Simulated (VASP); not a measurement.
Input of a VASP 6.6.1 run:

Contents of INCAR:

```
PREC     = Accurate       # precision mode
ENCUT    = 600            # plane-wave cutoff, eV
EDIFF    = 1E-7           # SCF threshold, eV
ISMEAR   = 0              # smearing method
SIGMA    = 0.02           # smearing width, eV
LREAL    = False          # projectors in reciprocal space
LASPH    = True           # aspherical terms in the spheres
NELM     = 120            # most SCF steps
ALGO     = Normal         # electronic algorithm
ISIF     = 4              # what is computed and relaxed
LWAVE    = False          # write WAVECAR
LCHARG   = False          # write CHGCAR
GGA      = PE             # functional
IBRION   = 2              # ionic algorithm
NSW      = 50             # ionic steps
EDIFFG   = -0.01          # ionic threshold
GGA_COMPAT= False        
NELMIN   = 4
```

File KPOINTS:

```
Automatic mesh
0
Gamma
  8 8 4
```

Contents of POSCAR:

```
Sn3GeO4
1.0
    3.8482945073      0.0000000000      0.0000000000
    0.0000000000      3.8482945073      0.0000000000
    0.0000000000      0.0000000000      9.9958702391
Sn Ge O
3 1 4
Direct
    0.5000000000      0.5000000000      0.1243020000
    0.5000000000      0.5000000000      0.6092240000
    0.0000000000      0.0000000000      0.8857500000
    0.0000000000      0.0000000000      0.3918130000
    0.0000000000      0.5000000000      0.0045120000
    0.0000000000      0.5000000000      0.4899430000
    0.5000000000      0.0000000000      0.0045120000
    0.5000000000      0.0000000000      0.4899430000
```

Potentials or basis: VASP PAW PBE potentials, release 64 (Sn_d, Ge_d, O).

Launch:

```console
$ cat potpaw_PBE.64/Sn_d/POTCAR potpaw_PBE.64/Ge_d/POTCAR potpaw_PBE.64/O/POTCAR > POTCAR
$ mpirun -np 1 vasp_std > vasp.out
```

Q: Predict the band gap on the k mesh.

A: 0.97 eV (least direct gap 1.68 eV).

Final structure:
```
Sn Ge O
1.0
     3.82065    0.00000    0.00000
     0.00000    3.82065    0.00000
     0.00000    0.00000   10.14107
Sn Ge O
3 1 4
Direct
  0.50000 0.50000 0.12175
  0.50000 0.50000 0.60684
  0.00000 0.00000 0.88817
  0.00000 0.00000 0.39387
  0.00000 0.50000 0.00456
  0.00000 0.50000 0.49013
  0.50000 0.00000 0.00456
  0.50000 0.00000 0.49013
```

Caveat: spin-orbit coupling is left out, which moves the levels of the heavy elements. A k mesh can miss the band edges.
